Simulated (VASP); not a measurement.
A run of VASP 6.6.1:

The input INCAR:

```
PREC = Accurate
ENCUT = 520
EDIFF = 1E-6
ISMEAR = 0
SIGMA = 0.05
LREAL = F
LASPH = T
NELM = 100
ALGO = Normal
ISIF = 2
LWAVE = F
LCHARG = T
GGA = PE
LELF = T
LVHAR = T
NBANDS = 11
```

The input KPOINTS:

```
regular mesh
0
Gamma
  10 10 10
```

The input POSCAR:

```
Si
1.0
    0.0000000000      2.8935536816      2.5014771578
    2.8935536816      0.0000000000      2.5014771578
    2.8935536816      2.8935536816      0.0000000000
Si
2
Direct
    0.5000000000      0.5000000000      0.5000000000
    0.7500000000      0.7500000000      0.7500000000
```

Potentials or basis: VASP PAW PBE potentials, release 64 (Si).

Run with:

```sh
$ cat potpaw_PBE.64/Si/POTCAR > POTCAR
$ mpirun -np 1 vasp_std > vasp.out
```

Hardware: 1 thread of AMD EPYC 7R13, with other jobs on the host.

Task: How long does it take, and how much memory?

Result: It took 62 s on 1 thread of AMD EPYC 7R13 (shared host), peak memory 0.15 GiB. Counts: scf iterations 11, k points 102.
